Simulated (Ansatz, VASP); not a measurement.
# Ga4As3P in VASP and in Ansatz

```
Ga P As
1.0
     5.68437    0.00000    0.00000
     0.00000    5.68437    0.00000
     0.00000    0.00000    5.68437
Ga P As
4 1 3
Direct
  0.75467 0.75467 0.24533
  0.75467 0.24533 0.75467
  0.24533 0.75467 0.75467
  0.24533 0.24533 0.24533
  0.00000 0.00000 0.00000
  0.00000 0.50000 0.50000
  0.50000 0.50000 0.00000
  0.50000 0.00000 0.50000
```

Change from the starting cell: species swapped into the Zn3CdSe4 type (P-43m, No. 215).

Alike in both runs: functional PBE; k mesh 6 × 6 × 6; occupations gaussian, width 0.02 eV; no spin polarisation.

Ansatz relaxed the structure, and its values are those at the end. VASP's run is a single point on that final structure, the one shown.

|  | VASP | Ansatz |
| --- | --- | --- |
| version | VASP 6.6.1 | Ansatz 0.2.0 |
| potentials or method | VASP PAW PBE potentials, release 64 (Ga_d, P, As), cutoff 520 eV | scalar-relativistic, plane waves, PAW |
| valence electrons in the cell | 72 | 102 |

```csv
,VASP,Ansatz,Ansatz less VASP
gap on the k mesh at the Fermi level (eV),0.48,0.48,-0.001
least direct gap on the mesh (eV),0.48,0.48,-0.001
pressure (GPa),0.1,0.0,-0.13
```

VASP's potentials hold 72 valence electrons a cell and Ansatz's 102, so a difference there can come from the potentials and not from the codes.
